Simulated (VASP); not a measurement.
## AgPt3: electric field gradients with LDA

The system is AgPt3.

```
CELL_PARAMETERS angstrom
3.88696 0.00000 0.00000
0.00000 3.88696 0.00000
0.00000 0.00000 3.88696
ATOMIC_POSITIONS crystal
Ag 0.00000 0.00000 0.00000
Pt 0.00000 0.50000 0.50000
Pt 0.50000 0.00000 0.50000
Pt 0.50000 0.50000 0.00000
```

This cell differs from its parent crystal: volume scaled by 0.99.

```yaml
Program: VASP 6.6.1
Task: electric field gradients
Functional: LDA
Potentials_or_basis: VASP PAW LDA potentials, release 64 (Ag, Pt)
Cutoff: 520 eV
k_mesh: 9 × 9 × 9
Occupations: fermi-dirac, width 0.08 eV
Spin: no spin polarisation
Dipole_correction: no
Further_INCAR_settings: ALGO = Normal; EDIFF = 1e-08; NBANDS = 28
```

The pressure is 5.8 GPa.

Levels at points of the mesh, in eV from the Fermi level:
```csv
k point,band 17,band 18,band 19,band 20,band 21,band 22,band 23,band 24
"(0.00, 0.00, 0.00)",-0.42,0.34,0.79,0.79,0.79,1.93,1.93,1.93
```

Electric field gradients, principal values (V/Å²):
```
atom  least  middle  greatest (by size)
1 Ag  0.000   0.000               0.000
2 Pt  8.288   8.288             -16.576
3 Pt  8.288   8.288             -16.576
4 Pt  8.288   8.288             -16.576
```

Run time: 39 s on 1 thread of Intel(R) Xeon(R) Platinum 8124M CPU @ 3.00GHz (Skylake/Cascade Lake), with other jobs on the host, peak memory 0.18 GiB.

Caveat: without QUAD_EFG the Cq values of the log hold for a quadrupole moment of 1 mb, not for the nuclei; spin-orbit coupling is left out, which moves the levels of the heavy elements.
